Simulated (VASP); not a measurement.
Here is a VASP 6.6.1 calculation.

INCAR

```
SYSTEM = Al
PREC     = Accurate       ! precision mode
ENCUT    = 520            ! plane-wave cutoff, eV
EDIFF    = 1E-6           ! SCF threshold, eV
ISMEAR   = 0              ! smearing method
SIGMA    = 0.1            ! smearing width, eV
LREAL    = .FALSE.        ! projectors in reciprocal space
LASPH    = .TRUE.         ! aspherical terms in the spheres
NELM     = 60             ! most SCF steps
ALGO     = Normal         ! electronic algorithm
ISIF     = 2              ! what is computed and relaxed
LWAVE    = .FALSE.        ! write WAVECAR
LCHARG   = .FALSE.        ! write CHGCAR
GGA      = PS             ! functional
NBANDS   = 10             ! bands
```

The input KPOINTS:

```
Automatic mesh
0
G
  18 18 10
  0 0 0
```

POSCAR

```
Al
1.0
    2.8212794895      0.0000000000      0.0000000000
   -1.4106397447      2.4432997091      0.0000000000
    0.0000000000      0.0000000000      4.5904717269
Al
2
Direct
    0.6666666667      0.3333333333      0.7500000000
    0.3333333333      0.6666666667      0.2500000000
```

Potentials or basis: VASP PAW PBE potentials, release 64 (Al).

Command:

```bash
$ cat potpaw_PBE.64/Al/POTCAR > POTCAR
$ mpirun -np 1 vasp_std > vasp.out
```

Task: Estimate the band gap on the k mesh.

Result: Zero (bands 3 and 4 overlap by 7.53 eV).

Task: Estimate the pressure.

Result: 2.6 GPa.

Caveat: the PAW data sets were made with another functional, which shifts forces and pressure a little.
